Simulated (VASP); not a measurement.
# AlFe (Pm-3m) in VASP: a series of runs

The runs below take AlFe through single point, with PBE.

All numbers are computed with VASP 6.6.1; they aren't measurements. Logs are shortened: lines on timing, memory, paths and dates and some standing lists are left out, and cuts for length are marked.

## (1) The cell of the first run

It takes space group Pm-3m (No. 221, cubic). Conventional cell: a = 2.608 Å, b = 2.608 Å, c = 2.608 Å, α = 90.00°, β = 90.00°, γ = 90.00°. Within 3.0 Å of Al (site symmetry m-3m) lie 8 Fe at 2.26 Å and 6 Al at 2.61 Å. Within 3.0 Å of Fe (site symmetry m-3m) lie 8 Al at 2.26 Å and 6 Fe at 2.61 Å.

## (2) Single point, PBE (volume scaled by 0.72)

INCAR

```
SYSTEM = AlFe
ALGO = Normal
EDIFF = 1E-7
ENCUT = 520
GGA = PE
ISIF = 2
ISMEAR = -1
LASPH = .TRUE.
LCHARG = .TRUE.
LELF = .TRUE.
LREAL = .FALSE.
LVHAR = .TRUE.
LWAVE = .FALSE.
NBANDS = 12
NELM = 80
PREC = Accurate
SIGMA = 0.1
```

KPOINTS

```
k-points
0
G
  11 11 11
  0 0 0
```

POSCAR

```
AlFe
1.0
    2.6081775625      0.0000000000      0.0000000000
    0.0000000000      2.6081775625      0.0000000000
    0.0000000000      0.0000000000      2.6081775625
Al Fe
1 1
Direct
    0.0000000000      0.0000000000      0.0000000000
    0.5000000000      0.5000000000      0.5000000000
```

Potentials or basis: VASP PAW PBE potentials, release 64 (Al, Fe).

Run with:

```bash
cat potpaw_PBE.64/Al/POTCAR potpaw_PBE.64/Fe/POTCAR > POTCAR
mpirun -np 1 vasp_std > vasp.out
```

OUTCAR:

```text
SYSTEM = AlFe
   EDIFF = 1E-7
   ENCUT = 520
   GGA = PE
   ISIF = 2
   ISMEAR = -1
   LASPH = .TRUE.
   LREAL = .FALSE.
   NELM = 80
   PREC = Accurate

 ion  position               nearest neighbor table
   1  0.000  0.000  0.000-   2 2.26   2 2.26   2 2.26   2 2.26   2 2.26   2 2.26   2 2.26   2 2.26

   2  0.500  0.500  0.500-   1 2.26   1 2.26   1 2.26   1 2.26   1 2.26   1 2.26   1 2.26   1 2.26

  LATTYP: Found a simple cubic cell.
 ALAT       =     2.6081775625

  Lattice vectors:

 A1 = (   2.6081775625,   0.0000000000,   0.0000000000)
 A2 = (   0.0000000000,   2.6081775625,   0.0000000000)
 A3 = (   0.0000000000,   0.0000000000,   2.6081775625)

Analysis of symmetry for initial positions (statically):
=====================================================================
 Subroutine PRICEL returns:
 Original cell was already a primitive cell.

 Routine SETGRP: Setting up the symmetry group for a
 simple cubic supercell.

 Subroutine GETGRP returns: Found 48 space group operations
[... 9 lines left out ...]

 Routine SETGRP: Setting up the symmetry group for a
 simple cubic supercell.

 Subroutine GETGRP returns: Found 48 space group operations
[... 11 lines left out ...]
                                     Primitive cell

  volume of cell :      17.7424

  direct lattice vectors                    reciprocal lattice vectors
     2.608177562  0.000000000  0.000000000     0.383409479  0.000000000  0.000000000
     0.000000000  2.608177562  0.000000000     0.000000000  0.383409479  0.000000000
     0.000000000  0.000000000  2.608177562     0.000000000  0.000000000  0.383409479

  length of vectors
     2.608177562  2.608177562  2.608177562     0.383409479  0.383409479  0.383409479

  position of ions in fractional coordinates (direct lattice)
[... 8 lines left out ...]
----------------------------------------------------------------------------------------

 KPOINTS: k-points

Automatic generation of k-mesh.
 Grid dimensions read from file:
 generate k-points for:   11   11   11

 Generating k-lattice:

  Cartesian coordinates                     Fractional coordinates (reciprocal lattice)
     0.034855407  0.000000000  0.000000000     0.090909091  0.000000000  0.000000000
     0.000000000  0.034855407  0.000000000     0.000000000  0.090909091  0.000000000
     0.000000000  0.000000000  0.034855407     0.000000000  0.000000000  0.090909091

  Length of vectors
     0.034855407  0.034855407  0.034855407

  Shift w.r.t. Gamma in fractional coordinates (k-lattice)
     0.000000000  0.000000000  0.000000000

 Subroutine IBZKPT returns following result:
 ===========================================

 Found     56 irreducible k-points:

 Following reciprocal coordinates:
            Coordinates               Weight
  0.000000  0.000000  0.000000      1.000000
  0.090909  0.000000  0.000000      6.000000
  0.181818  0.000000  0.000000      6.000000
  0.272727  0.000000  0.000000      6.000000
  0.363636  0.000000  0.000000      6.000000
  0.454545  0.000000  0.000000      6.000000
[... 16 lines left out ...]
  0.181818  0.090909  0.090909     24.000000
  0.272727  0.090909  0.090909     24.000000
 [... further k-points ...]
   k-points           NKPTS =     56   k-points in BZ     NKDIM =     56   number of bands    NBANDS=     12
   number of dos      NEDOS =    301   number of ions     NIONS =      2
   total plane-waves  NPLWV =   8000
   dimension x,y,z NGX =    20 NGY =   20 NGZ =   20
   dimension x,y,z NGXF=    40 NGYF=   40 NGZF=   40
   ions per type =               1   1
   NGX,Y,Z   is equivalent  to a cutoff of  12.75, 12.75, 12.75 a.u.
   NGXF,Y,Z  is equivalent  to a cutoff of  25.50, 25.50, 25.50 a.u.
 SYSTEM =  AlFe
   PREC   = accura    normal or accurate (medium, high low for compatibility)
   ISTART =      0    job   : 0-new  1-cont  2-samecut
   ICHARG =      2    charge: 1-file 2-atom 10-const
   ISPIN  =      1    spin polarized calculation?
   LNONCOLLINEAR =      F non collinear calculations
   LSORBIT =      F    spin-orbit coupling
   LASPH  =      T    aspherical Exc in radial PAW
   ENCUT  =  520.0 eV  38.22 Ry    6.18 a.u.   4.85  4.85  4.85*2*pi/ulx,y,z
   NELM   =     80;   NELMIN=  2; NELMDL= -5     # of ELM steps
   EDIFF  = 0.1E-06   stopping-criterion for ELM
   LREAL  =      F    real-space projection
   EDIFFG = 0.1E-05   stopping-criterion for IOM
   NSW    =      0    number of steps for IOM
   IBRION =     -1    ionic relax: 0-MD 1-quasi-New 2-CG
   NFREE  =      0    steps in history (QN), initial steepest desc. (CG)
   ISIF   =      2    stress and relaxation
   ISYM   =      2    0-nonsym 1-usesym 2-fastsym
   POTIM  = 0.5000    time-step for ionic-motion
   TEBEG  =    0.0;   TEEND  =   0.0 temperature during run
   PSTRESS=    0.0 pullay stress
   NELECT =      11.0000    total number of electrons
   NUPDOWN=      -1.0000    fix difference up-down
   EMIN   =  10.00;   EMAX   =-10.00  energy-range for DOS
   EFERMI =   0.00;   METHOD = LEGACY
   ISMEAR =    -1;   SIGMA  =   0.10  broadening in eV -4-tet -1-fermi 0-gaus
   EFERMI_NEDOS =   21; number of points for ismear=-14 and -15
   IALGO  =     38    algorithm
   IMIX   =      4    mixing-type and parameters
     AMIX     =   0.40;   BMIX     =  1.00
     AMIX_MAG =   1.60;   BMIX_MAG =  1.00
  volume/ion in A,a.u.               =       8.87        59.87
  Fermi-wavevector in a.u.,A,eV,Ry     =   1.395946  2.637955 26.513194  1.948665
  Thomas-Fermi vector in A             =   2.519348
   LORBIT       =      0    0 simple, 1 ext, 2 COOP (PROOUT), +10 PAW based schemes
   GGA     = PE    functional components
   LHFCALC =     F    Hartree Fock is set to
   AEXX    =    0.0000 exact exchange contribution
   IVDW    =     0    specifies the selected vdW correction
   LEPSILON=     F    determine dielectric tensor
   LRPA    =     F    only Hartree local field effects (RPA)
 non-spin polarized calculation
  energy-cutoff  :      520.00
  volume of cell :       17.74
 maximum number of plane-waves:       491
 NGX is ok and might be reduce to    20
   NGX =  9   NGY =  9   NGZ =  9

 number of electron      10.9999997 magnetization

 Free energy of the ion-electron system (eV)
  ---------------------------------------------------
  ext. energy  EPLUGINS =         0.00000000
  ---------------------------------------------------
  free energy    TOTEN  =       -11.29965383 eV

  energy without entropy =      -11.23436610  energy(sigma->0) =      -11.26700996

 E-fermi :  11.3337     XC(G=0): -13.6088

 val. band max:       11.3283041536   @ k =   0.0909   0.0909   0.0909
 cond. band min:      11.3589359542   @ k =   0.1818   0.0909   0.0909
 fundamental gap:      0.0306318006
 Fermi energy:        11.3336884128

 k-point     1 :       0.0000    0.0000    0.0000
  band No.  band energies     occupation
      1      -0.6471      2.00000
      2       7.9023      2.00000
      3       7.9023      2.00000
      4      11.5802      0.15671
      5      11.5802      0.15670
      6      11.5802      0.15670
      7      19.8941      0.00000
      8      19.8941      0.00000
      9      19.8941      0.00000
     10      22.5155      0.00000
     11      22.5155      0.00000
     12      33.9637      0.00000

 k-point     2 :       0.0909    0.0000    0.0000
  band No.  band energies     occupation
      1      -0.4543      2.00000
      2       7.9087      2.00000
      3       7.9738      2.00000
      4      11.4395      0.51517
      5      11.4395      0.51516
      6      11.5962      0.13502
      7      18.4106      0.00000
      8      20.1706      0.00000
      9      20.1706      0.00000
     10      22.3892      0.00000
     11      23.9610      0.00000
     12      34.4412      0.00000

 k-point     3 :       0.1818    0.0000    0.0000
  band No.  band energies     occupation
      1       0.1144      2.00000
      2       7.8465      2.00000
      3       8.1727      2.00000
      4      11.0913      1.83726
      5      11.0913      1.83726
      6      11.6396      0.08964
      7      16.3297      0.00000
      8      20.9278      0.00000
      9      20.9278      0.00000
     10      22.0308      0.00000
     11      25.9643      0.00000
     12      33.2837      0.00000

 k-point     4 :       0.2727    0.0000    0.0000
  band No.  band energies     occupation
      1       1.0293      2.00000
      2       7.4780      2.00000
      3       8.4507      2.00000
      4      10.6848      1.99696
      5      10.6848      1.99696
      6      11.6970      0.05151
      7      14.6853      0.00000
      8      21.5173      0.00000
      9      22.0163      0.00000
     10      22.0163      0.00000
     11      27.6956      0.00000
     12      31.1099      0.00000

 k-point     5 :       0.3636    0.0000    0.0000
  band No.  band energies     occupation
      1       2.2393      2.00000
      2       6.5679      2.00000
      3       8.7271      2.00000
      4      10.3484      1.99989
      5      10.3484      1.99989
      6      11.7503      0.03056
      7      13.7575      0.00000
      8      21.0009      0.00000
      9      23.2842      0.00000
     10      23.2842      0.00000
     11      29.1595      0.00000
     12      29.1689      0.00000
[... 228 lines left out ...]
      1       5.3787      2.00000
      2       7.7942      2.00000
      3       9.1235      2.00000
      4       9.3779      2.00000
      5      10.4006      1.99982
      6      10.4095      1.99981
      7      12.7462      0.00000
      8      16.6684      0.00000
      9      18.3277      0.00000
     10      28.1209      0.00000
     11      29.7449      0.00000
     12      30.6368      0.00000

 k-point    22 :       0.0909    0.0909    0.0909
  band No.  band energies     occupation
      1      -0.0735      2.00000
      2       8.0280      2.00000
      3       8.0280      2.00000
      4      11.2547      1.37549
      5      11.3283      1.02693
      6      11.3283      1.02691
      7      18.5108      0.00000
      8      18.5108      0.00000
      9      19.7512      0.00000
     10      24.5852      0.00000
     11      24.5852      0.00000
     12      33.6514      0.00000

 k-point    23 :       0.1818    0.0909    0.0909
  band No.  band energies     occupation
      1       0.4850      2.00000
      2       8.0006      2.00000
      3       8.2214      2.00000
      4      10.9167      1.96955
      5      10.9455      1.95962
      6      11.3589      0.87443
      7      16.6226      0.00000
      8      19.0498      0.00000
      9      20.2408      0.00000
     10      24.3806      0.00000
     11      26.7805      0.00000
     12      31.6428      0.00000

 k-point    24 :       0.2727    0.0909    0.0909
  band No.  band energies     occupation
      1       1.3818      2.00000
      2       7.6564      2.00000
      3       8.4997      2.00000
      4      10.4912      1.99956
      5      10.5843      1.99889
      6      11.4194      0.59577
      7      14.9424      0.00000
      8      19.6894      0.00000
      9      21.1951      0.00000
     10      24.0880      0.00000
     11      28.7557      0.00000
     12      30.0325      0.00000

 [... further k-points ...]
[... 5 lines left out ...]
  --------------------------------------------------------------------------------------
  -------------------------------------------------------------------------------------
  Total       10.4574523     10.4574523     10.4574523     -0.0000000     -0.0000000     -0.0000000
  in kB      944.3326598    944.3326598    944.3326598     -0.0000000     -0.0000000     -0.0000000
  external PRESSURE =     944.3326598 kB  Pullay stress =       0.0000000 kB

 VOLUME and BASIS-vectors are now :
 -----------------------------------------------------------------------------
  energy-cutoff  :      520.00
  volume of cell :       17.74
      direct lattice vectors                 reciprocal lattice vectors
     2.608177562  0.000000000  0.000000000     0.383409479  0.000000000  0.000000000
     0.000000000  2.608177562  0.000000000     0.000000000  0.383409479  0.000000000
     0.000000000  0.000000000  2.608177562     0.000000000  0.000000000  0.383409479

 POSITION                                       TOTAL-FORCE (eV/Angst)
 -----------------------------------------------------------------------------------
      0.00000      0.00000      0.00000         0.000000      0.000000      0.000000
      1.30409      1.30409      1.30409         0.000000      0.000000      0.000000
 -----------------------------------------------------------------------------------
    total drift:                               -0.000000      0.000000     -0.000000

  FREE ENERGIE OF THE ION-ELECTRON SYSTEM (eV)
  ---------------------------------------------------
  free  energy   TOTEN  =       -11.2996538317 eV

  energy  without entropy=      -11.2343660972  energy(sigma->0) =      -11.26700996
```

Run time: 5.1 s. Hardware: 1 thread of Intel Xeon 6975P-C (Granite Rapids), shared host; peak memory 0.13 GiB.

What came out:

```
Free energy : -11.2997 eV
Pressure    : 94.4 GPa
```

 Spin polarisation is off, so any magnetic state and its effect on volume and gap are missing.

## (3) Single point, PBE (volume scaled by 0.8)

INCAR

```
  ALGO = Normal
  EDIFF = 1E-7
  ENCUT = 520
  GGA = PE
  ISIF = 2
  ISMEAR = -1
  LASPH = T
  LCHARG = F
  LREAL = F
  LWAVE = F
  NBANDS = 12
  NELM = 100
  PREC = Accurate
  SIGMA = 0.1
```

KPOINTS

```
k-points
0
Gamma
  11 11 11
```

POSCAR

```
AlFe
1.0
    2.7014047012      0.0000000000      0.0000000000
    0.0000000000      2.7014047012      0.0000000000
    0.0000000000      0.0000000000      2.7014047012
Al Fe
1 1
Direct
    0.0000000000      0.0000000000      0.0000000000
    0.5000000000      0.5000000000      0.5000000000
```

Potentials or basis: VASP PAW PBE potentials, release 64 (Al, Fe).

Run with:

```bash
cat potpaw_PBE.64/Al/POTCAR potpaw_PBE.64/Fe/POTCAR > POTCAR
mpirun -np 1 vasp_std > vasp.out
```

OUTCAR:

```text
EDIFF = 1E-7
   ENCUT = 520
   GGA = PE
   ISIF = 2
   ISMEAR = -1
   LASPH = T
   LREAL = F
   NELM = 100
   PREC = Accurate

 ion  position               nearest neighbor table
   1  0.000  0.000  0.000-   2 2.34   2 2.34   2 2.34   2 2.34   2 2.34   2 2.34   2 2.34   2 2.34

   2  0.500  0.500  0.500-   1 2.34   1 2.34   1 2.34   1 2.34   1 2.34   1 2.34   1 2.34   1 2.34

  LATTYP: Found a simple cubic cell.
 ALAT       =     2.7014047012

  Lattice vectors:
[... 536 lines left out ...]
      5       9.3275      1.99749
      6      10.0646      0.66675
      7      13.0966      0.00000
      8      17.6971      0.00000
      9      18.9093      0.00000
     10      22.0883      0.00000
     11      26.2723      0.00000
     12      27.2998      0.00000

 [... further k-points ...]
[... 5 lines left out ...]
  --------------------------------------------------------------------------------------
  -------------------------------------------------------------------------------------
  Total        5.9086945      5.9086945      5.9086945      0.0000000      0.0000000      0.0000000
  in kB      480.2121765    480.2121765    480.2121765      0.0000000      0.0000000      0.0000000
  external PRESSURE =     480.2121765 kB  Pullay stress =       0.0000000 kB

 VOLUME and BASIS-vectors are now :
 -----------------------------------------------------------------------------
  energy-cutoff  :      520.00
  volume of cell :       19.71
      direct lattice vectors                 reciprocal lattice vectors
     2.701404701  0.000000000  0.000000000     0.370177782  0.000000000  0.000000000
     0.000000000  2.701404701  0.000000000     0.000000000  0.370177782  0.000000000
     0.000000000  0.000000000  2.701404701     0.000000000  0.000000000  0.370177782

 POSITION                                       TOTAL-FORCE (eV/Angst)
 -----------------------------------------------------------------------------------
      0.00000      0.00000      0.00000         0.000000      0.000000      0.000000
      1.35070      1.35070      1.35070         0.000000      0.000000      0.000000
 -----------------------------------------------------------------------------------
    total drift:                               -0.000000      0.000000     -0.000000

  FREE ENERGIE OF THE ION-ELECTRON SYSTEM (eV)
  ---------------------------------------------------
  free  energy   TOTEN  =       -12.1537796674 eV

  energy  without entropy=      -12.0783293458  energy(sigma->0) =      -12.11605451
```

stdout:

```text
POSCAR found type information on POSCAR AlFe
 POSCAR found :  2 types and       2 ions
 scaLAPACK will be used
 LDA part: xc-table for (Slater+PW92), standard interpolation
 POSCAR, INCAR and KPOINTS ok, starting setup
 FFT: planning ... GRIDC
 FFT: planning ... GRID_SOFT
 FFT: planning ... GRID
 WAVECAR not read
 entering main loop
```

It took 4.9 s on 1 thread of Intel Xeon 6975P-C (Granite Rapids), shared host; peak memory 0.13 GiB.

What came out:

* Free energy: -12.1538 eV
* Pressure: 48.0 GPa

 Spin polarisation is off, so any magnetic state and its effect on volume and gap are missing.

[end of part 1 of 2]
